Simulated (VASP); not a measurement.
Set up this calculation in VASP 6.6.1, as the native input.

* Task: electric field gradients
* Functional: r2SCAN
* Potentials or basis: VASP PAW PBE potentials, release 64 (Si, O)
* Cutoff: 520 eV
* k mesh: 5 × 5 × 5
* Occupations: fermi-dirac, width 0.02 eV
* Spin: no spin polarisation
* Dipole correction: no
* Further INCAR settings: ALGO = Normal; EDIFF = 1e-08; NBANDS = 44

Crystal: SiO2.

```
CELL_PARAMETERS angstrom
0.00000 4.71626 7.36278
2.35958 0.00000 7.36278
2.35958 4.71626 0.00000
ATOMIC_POSITIONS crystal
Si 0.56323 0.56323 0.93677
Si 0.31323 0.31323 0.68677
Si 0.68677 0.68677 0.31323
Si 0.93677 0.93677 0.56323
O 0.62500 0.12500 0.62500
O 0.62500 0.62500 0.12500
O 0.62500 0.62500 0.62500
O 0.12500 0.62500 0.62500
O 0.18656 0.81344 0.18656
O 0.81344 0.18656 0.81344
O 0.43656 0.06344 0.43656
O 0.06344 0.43656 0.06344
```

One way to write it, as run:

POSCAR

```
SiO2
1.0
    0.0000000000      4.7162571100      7.3627753715
    2.3595806657      0.0000000000      7.3627753715
    2.3595806657      4.7162571100      0.0000000000
Si O
4 8
Direct
    0.5632310800      0.5632310800      0.9367689200
    0.3132310800      0.3132310800      0.6867689200
    0.6867689200      0.6867689200      0.3132310800
    0.9367689200      0.9367689200      0.5632310800
    0.6250000000      0.1250000000      0.6250000000
    0.6250000000      0.6250000000      0.1250000000
    0.6250000000      0.6250000000      0.6250000000
    0.1250000000      0.6250000000      0.6250000000
    0.1865604000      0.8134396000      0.1865604000
    0.8134396000      0.1865604000      0.8134396000
    0.4365604000      0.0634396000      0.4365604000
    0.0634396000      0.4365604000      0.0634396000
```

INCAR.step1

```
SYSTEM = SiO2
ALGO = Normal ; EDIFF = 1E-4
ENCUT = 520 ; GGA = PE
ISMEAR = -1 ; LASPH = .True.
LCHARG = .False. ; LREAL = .False.
LWAVE = .True. ; NBANDS = 44
NELM = 80 ; PREC = Accurate
SIGMA = 0.02
```

INCAR.step2

```
SYSTEM = SiO2
ALGO = Normal ; EDIFF = 1E-8
ENCUT = 520 ; ISIF = 2
ISMEAR = -1 ; ISTART = 1
LASPH = .True. ; LCHARG = .False.
LEFG = .True. ; LMIXTAU = .True.
LREAL = .False. ; LWAVE = .False.
METAGGA = R2SCAN ; NBANDS = 44
NELM = 80 ; PREC = Accurate
SIGMA = 0.02
```

KPOINTS

```
k-points
0
Gamma
  5 5 5
  0 0 0
```

Potentials or basis: VASP PAW PBE potentials, release 64 (Si, O).

The run is started by

```sh
$ cat potpaw_PBE.64/Si/POTCAR potpaw_PBE.64/O/POTCAR > POTCAR
$ cp INCAR.step1 INCAR
$ mpirun -np 1 vasp_std > vasp.out
$ cp INCAR.step2 INCAR
$ mpirun -np 1 vasp_std > vasp.out
```

It gave:

```yaml
Pressure: 0.3 GPa
Largest_force: 0.025 eV/Å
Band_gap_on_the_k_mesh: 6.40 eV
Largest_electric_field_gradient_by_atom: Si +7.5; O +94.7, +82.6 (each value once) V/Å²
```

Caveat: without QUAD_EFG the Cq values of the log hold for a quadrupole moment of 1 mb, not for the nuclei; the PAW data sets were made with another functional, which shifts forces and pressure a little.

Run time: 23 min on 1 thread of Intel(R) Xeon(R) Platinum 8259CL CPU @ 2.50GHz (Skylake/Cascade Lake) (shared host), peak memory 0.51 GiB.
